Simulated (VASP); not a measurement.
# InAs (F-43m) in VASP: a series of runs, part 2 of 2

VASP 6.6.1. The steps go on from the part before.

## 5. Single point, PBE-based screened hybrid

File POSCAR:

```
InAs
1.0
    0.0000000000      3.0180000000      3.0180000000
    3.0180000000      0.0000000000      3.0180000000
    3.0180000000      3.0180000000      0.0000000000
In As
1 1
Direct
    0.0000000000      0.0000000000      0.0000000000
    0.7500000000      0.7500000000      0.7500000000
```

File INCAR.step1:

```
SYSTEM = InAs
PREC     = Accurate       ! precision mode
ENCUT    = 520            ! plane-wave cutoff, eV
EDIFF    = 1E-5           ! SCF threshold, eV
ISMEAR   = -1             ! smearing method
SIGMA    = 0.05           ! smearing width, eV
LREAL    = .FALSE.        ! projectors in reciprocal space
LASPH    = .TRUE.         ! aspherical terms in the spheres
NELM     = 100            ! most SCF steps
ALGO     = Normal         ! electronic algorithm
ISIF     = 2              ! what is computed and relaxed
LWAVE    = .TRUE.         ! write WAVECAR
LCHARG   = .FALSE.        ! write CHGCAR
GGA      = PE             ! functional
NBANDS   = 16             ! bands
```

File INCAR.step2:

```
SYSTEM = InAs
PREC     = Accurate       ! precision mode
ENCUT    = 520            ! plane-wave cutoff, eV
EDIFF    = 1E-7           ! SCF threshold, eV
ISMEAR   = -1             ! smearing method
SIGMA    = 0.05           ! smearing width, eV
LREAL    = .FALSE.        ! projectors in reciprocal space
LASPH    = .TRUE.         ! aspherical terms in the spheres
NELM     = 100            ! most SCF steps
ALGO     = Normal         ! electronic algorithm
ISIF     = 2              ! what is computed and relaxed
LWAVE    = .FALSE.        ! write WAVECAR
LCHARG   = .FALSE.        ! write CHGCAR
GGA      = PE             ! functional
LHFCALC  = .TRUE.         ! exact exchange
AEXX     = 0.15           ! exact-exchange fraction
HFSCREEN = 0.2            ! screening, 1/A
PRECFOCK = Normal       
ISTART   = 1            
NBANDS   = 16             ! bands
```

File KPOINTS:

```
regular mesh
0
G
  4 4 4
  0 0 0
```

Potentials or basis: VASP PAW PBE potentials, release 64 (In_d, As).

Run with:

```sh
cat potpaw_PBE.64/In_d/POTCAR potpaw_PBE.64/As/POTCAR > POTCAR
cp INCAR.step1 INCAR
mpirun -np 1 vasp_std > vasp.out
cp INCAR.step2 INCAR
mpirun -np 1 vasp_std > vasp.out
```

OUTCAR:

```text
SYSTEM = InAs
   PREC = Accurate
   ENCUT = 520
   EDIFF = 1E-7
   ISMEAR = -1
   LREAL = .FALSE.
   LASPH = .TRUE.
   NELM = 100
   ISIF = 2
   GGA = PE
   LHFCALC = .TRUE.
   AEXX = 0.15
   HFSCREEN = 0.2
   PRECFOCK = Normal
   ISTART = 1

 ion  position               nearest neighbor table
   1  0.000  0.000  0.000-   2 2.61   2 2.61   2 2.61   2 2.61
   2  0.750  0.750  0.750-   1 2.61   1 2.61   1 2.61   1 2.61

  LATTYP: Found a face centered cubic cell.
 ALAT       =     6.0360000000

  Lattice vectors:

 A1 = (   0.0000000000,   3.0180000000,   3.0180000000)
 A2 = (   3.0180000000,   0.0000000000,   3.0180000000)
 A3 = (   3.0180000000,   3.0180000000,   0.0000000000)

Analysis of symmetry for initial positions (statically):
=====================================================================
 Subroutine PRICEL returns:
 Original cell was already a primitive cell.

 Routine SETGRP: Setting up the symmetry group for a
 face centered cubic supercell.

 Subroutine GETGRP returns: Found 24 space group operations
 (whereof 24 operations were pure point group operations)
 out of a pool of 48 trial point group operations.

The static configuration has the point symmetry T_d .

Analysis of symmetry for dynamics (positions and initial velocities):
=====================================================================
 Subroutine PRICEL returns:
 Original cell was already a primitive cell.

 Routine SETGRP: Setting up the symmetry group for a
 face centered cubic supercell.

 Subroutine GETGRP returns: Found 24 space group operations
 (whereof 24 operations were pure point group operations)
 out of a pool of 48 trial point group operations.

The dynamic configuration has the point symmetry T_d .

[... 103 lines left out ...]
  Fermi-wavevector in a.u.,A,eV,Ry     =   1.128331  2.132236 17.321990  1.273130
  Thomas-Fermi vector in A             =   2.265020
   LORBIT       =      0    0 simple, 1 ext, 2 COOP (PROOUT), +10 PAW based schemes
   GGA     = PE    functional components
   LHFCALC =     T    Hartree Fock is set to
   PRECFOCK=normal    Normal, Fast or Accurate (Low or Medium for compatibility)
   ENCUT4O =  -1.0   cutoff for four orbital integrals eV
   NKREDX  =     1    reduce k-point grid by
   NKREDY  =     1    reduce k-point grid by
   NKREDZ  =     1    reduce k-point grid by
   AEXX    =    0.1500 exact exchange contribution
   HFSCREEN=    0.2000 screening length (either q_TF or 0.3 A-1)
   HFSCREENC=   0.2000 screening length for correlation (either q_TF or 0.3 A-1)
   ENCUTFOCK=  -1.0 apply spherical cutoff to Coloumb kernel
   IVDW    =     0    specifies the selected vdW correction
   LEPSILON=     F    determine dielectric tensor
   LRPA    =     F    only Hartree local field effects (RPA)
 non-spin polarized calculation
  energy-cutoff  :      520.00
  volume of cell :       54.98
 maximum number of plane-waves:      1480
  NGX = 24; NGY = 24; NGZ = 24

 number of electron      17.9999991 magnetization

 Free energy of the ion-electron system (eV)
  ---------------------------------------------------
  ext. energy  EPLUGINS =         0.00000000
  ---------------------------------------------------
  free energy    TOTEN  =        -8.46453863 eV

  energy without entropy =       -8.46339451  energy(sigma->0) =       -8.46396657

 E-fermi :   4.5179     XC(G=0):  -8.1803

 val. band max:        4.3465276011   @ k =   0.0000   0.0000   0.0000
 cond. band min:       4.6308876097   @ k =   0.0000   0.0000   0.0000
 fundamental gap:      0.2843600087
 Fermi energy:         4.5178536321

 k-point     1 :       0.0000    0.0000    0.0000
  band No.  band energies     occupation
      1     -11.1408      2.00000
      2     -11.1408      2.00000
      3     -11.1408      2.00000
      4     -11.0096      2.00000
      5     -11.0096      2.00000
      6      -8.2518      2.00000
[... 129 lines left out ...]
      3     -11.0646      2.00000
      4     -11.0256      2.00000
      5     -11.0013      2.00000
      6      -6.0334      2.00000
[... 8 lines left out ...]
     15      16.7350      0.00000
     16      16.7751      0.00000

------------------------ aborting loop because EDIFF is reached ----------------------------------------

  FORCE on cell =-STRESS in cart. coord.  units (eV):
  Direction    XX          YY          ZZ          XY          YZ          ZX
  --------------------------------------------------------------------------------------
  -------------------------------------------------------------------------------------
  Total        1.0636407      1.0636407      1.0636407      0.0000000      0.0000000      0.0000000
  in kB       30.9968677     30.9968677     30.9968677      0.0000000      0.0000000      0.0000000
  external PRESSURE =      30.9968677 kB  Pullay stress =       0.0000000 kB

 VOLUME and BASIS-vectors are now :
 -----------------------------------------------------------------------------
  energy-cutoff  :      520.00
  volume of cell :       54.98
      direct lattice vectors                 reciprocal lattice vectors
     0.000000000  3.018000000  3.018000000    -0.165672631  0.165672631  0.165672631
     3.018000000  0.000000000  3.018000000     0.165672631 -0.165672631  0.165672631
     3.018000000  3.018000000  0.000000000     0.165672631  0.165672631 -0.165672631

 POSITION                                       TOTAL-FORCE (eV/Angst)
 -----------------------------------------------------------------------------------
      0.00000      0.00000      0.00000        -0.000000     -0.000000     -0.000000
      4.52700      4.52700      4.52700         0.000000      0.000000      0.000000
 -----------------------------------------------------------------------------------
    total drift:                               -0.000032     -0.000036     -0.000025

  FREE ENERGIE OF THE ION-ELECTRON SYSTEM (eV)
  ---------------------------------------------------
  free  energy   TOTEN  =        -8.4645386283 eV

  energy  without entropy=       -8.4633945099  energy(sigma->0) =       -8.46396657
```

OSZICAR.step1:

```text
N       E                     dE             d eps       ncg     rms          rms(c)
DAV:   1     0.114524018000E+03    0.11452E+03   -0.81282E+03   256   0.124E+03
DAV:   2     0.384194656361E+00   -0.11414E+03   -0.10912E+03   272   0.299E+02
DAV:   3    -0.762173187313E+01   -0.80059E+01   -0.79699E+01   352   0.785E+01
DAV:   4    -0.781980409406E+01   -0.19807E+00   -0.19784E+00   288   0.134E+01
DAV:   5    -0.783178753942E+01   -0.11983E-01   -0.11983E-01   408   0.290E+00    0.463E+00
DAV:   6    -0.755272016320E+01    0.27907E+00   -0.42754E-01   400   0.107E+01    0.259E+00
DAV:   7    -0.752537054262E+01    0.27350E-01   -0.12922E-01   384   0.304E+00    0.760E-01
DAV:   8    -0.752695105885E+01   -0.15805E-02   -0.13938E-02   320   0.130E+00    0.205E-01
DAV:   9    -0.752773694790E+01   -0.78589E-03   -0.11057E-03   304   0.257E-01    0.114E-01
DAV:  10    -0.752791721095E+01   -0.18026E-03   -0.20312E-04   304   0.204E-01    0.612E-02
DAV:  11    -0.752797074076E+01   -0.53530E-04   -0.12643E-04   272   0.114E-01    0.392E-02
DAV:  12    -0.752797241208E+01   -0.16713E-05   -0.49571E-06   264   0.227E-02
   1 F= -.75279724E+01 E0= -.75264317E+01  d E =-.308142E-02
```

It took 4.3 min on 1 thread of Intel Xeon Platinum 8375C at 2.90GHz (Ice Lake), shared host; peak memory 0.28 GiB.

What came out:

```yaml
Free_energy: -8.4645 eV
Pressure: 3.1 GPa
Band_gap_on_the_k_mesh: 0.28 eV, direct
```

Caveat: the k points lie up to 0.45 Å⁻¹ apart; the PAW data sets were made with another functional, which shifts forces and pressure a little; spin-orbit coupling is left out, which moves the levels of the heavy elements.

## 6. Single point, PBE-based screened hybrid

POSCAR is that of step 5.

File INCAR.step1:

```
SYSTEM = InAs
  PREC = Accurate
  ENCUT = 520
  EDIFF = 1E-5
  ISMEAR = -1
  SIGMA = 0.05
  LREAL = .False.
  LASPH = .True.
  NELM = 80
  ALGO = Normal
  ISIF = 2
  LWAVE = .True.
  LCHARG = .False.
  GGA = PE
  NBANDS = 16
```

File INCAR.step2:

```
SYSTEM = InAs
  PREC = Accurate
  ENCUT = 520
  EDIFF = 1E-6
  ISMEAR = -1
  SIGMA = 0.05
  LREAL = .False.
  LASPH = .True.
  NELM = 80
  ALGO = Normal
  ISIF = 2
  LWAVE = .False.
  LCHARG = .False.
  GGA = PE
  LHFCALC = .True.
  AEXX = 0.2
  HFSCREEN = 0.2
  PRECFOCK = Normal
  ISTART = 1
  NBANDS = 16
```

File KPOINTS:

```
regular mesh
0
Gamma
  4 4 4
  0 0 0
```

Potentials or basis: VASP PAW PBE potentials, release 64 (In_d, As).

Run with:

```sh
cat potpaw_PBE.64/In_d/POTCAR potpaw_PBE.64/As/POTCAR > POTCAR
cp INCAR.step1 INCAR
mpirun -np 1 vasp_std > vasp.out
cp INCAR.step2 INCAR
mpirun -np 1 vasp_std > vasp.out
```

Run time: 6.6 min. Hardware: 1 thread of Intel Xeon Platinum 8375C at 2.90GHz (Ice Lake), shared host; peak memory 0.28 GiB.

The run converged. Its results:

```yaml
Free_energy: -8.7919 eV
Pressure: 2.6 GPa
Band_gap_on_the_k_mesh: 0.46 eV, direct
```

Levels at points of the mesh, in eV from the valence-band top:
| k point | band 5 | band 6 | band 7 | band 8 | band 9 | band 10 | band 11 | band 12 | band 13 | band 14 |
| --- | --- | --- | --- | --- | --- | --- | --- | --- | --- | --- |
| (0.00, 0.00, 0.00) | -15.69 | -12.83 | 0.00 | 0.00 | 0.00 | 0.46 | 4.53 | 4.53 | 4.53 | 8.31 |
| (0.50, 0.00, 0.00) | -15.69 | -11.22 | -6.19 | -1.06 | -1.06 | 1.55 | 5.31 | 5.31 | 7.56 | 9.95 |
| (0.50, 0.50, 0.00) | -15.67 | -10.62 | -6.26 | -2.51 | -2.51 | 2.01 | 2.61 | 10.16 | 10.30 | 10.30 |

Caveat: the k points lie up to 0.45 Å⁻¹ apart; the PAW data sets were made with another functional, which shifts forces and pressure a little; spin-orbit coupling is left out, which moves the levels of the heavy elements.

## 7. Overview

```tsv
share of exact exchange	gap on the mesh (eV)	pressure (GPa)
0.4	1.18	0.9
0.05	none	4.3
0.1	0.11	3.7
0.15	0.28	3.1
0.2	0.46	2.6
```

Alike in all rows: task single point; level PBE-based screened hybrid; potentials or basis VASP PAW PBE potentials, release 64 (In_d, As); no spin polarisation; cell as given; k mesh 4 × 4 × 4; cutoff (eV) 520; smearing fermi-dirac 0.05 eV.

Caveats: all runs use coarse meshes; the PAW data sets were made with another functional, which shifts forces and pressure a little; spin-orbit coupling is left out, which moves the levels of the heavy elements.

Absolute energies hang on the potentials; compare differences alone.
